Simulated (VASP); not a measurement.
Input of a VASP 6.6.1 run:

File INCAR:

```
SYSTEM = Nb
PREC = Accurate
ENCUT = 500
EDIFF = 1E-6
ISMEAR = 0
SIGMA = 0.15
LREAL = .False.
LASPH = .True.
NELM = 120
ALGO = Normal
ISIF = 2
LWAVE = .False.
LCHARG = .True.
GGA = PS
LELF = .True.
LVHAR = .True.
NBANDS = 12
GGA_COMPAT = .False.
```

File KPOINTS:

```
regular mesh
0
Gamma
  20 20 20
  0 0 0
```

File POSCAR:

```
Nb
1.0
    0.0000000000      2.0621250000      2.0621250000
    2.0621250000      0.0000000000      2.0621250000
    2.0621250000      2.0621250000      0.0000000000
Nb
1
Direct
    0.0000000000      0.0000000000      0.0000000000
```

Potentials or basis: VASP PAW PBE potentials, release 64 (Nb_sv).

Command:

```sh
$ cat potpaw_PBE.64/Nb_sv/POTCAR > POTCAR
$ mpirun -np 1 vasp_std > vasp.out
```

(1) Predict the band gap on the k mesh.

(2) Estimate the pressure.

Results:

(1) zero (an odd number of electrons rules out a gap without spin polarisation).

(2) 5.8 GPa.

Caveat: the cell differs from its parent crystal (strain -0.025 along x and y, -0.025 along z); the cell stands under pressure; the PAW data sets were made with another functional, which shifts forces and pressure a little.
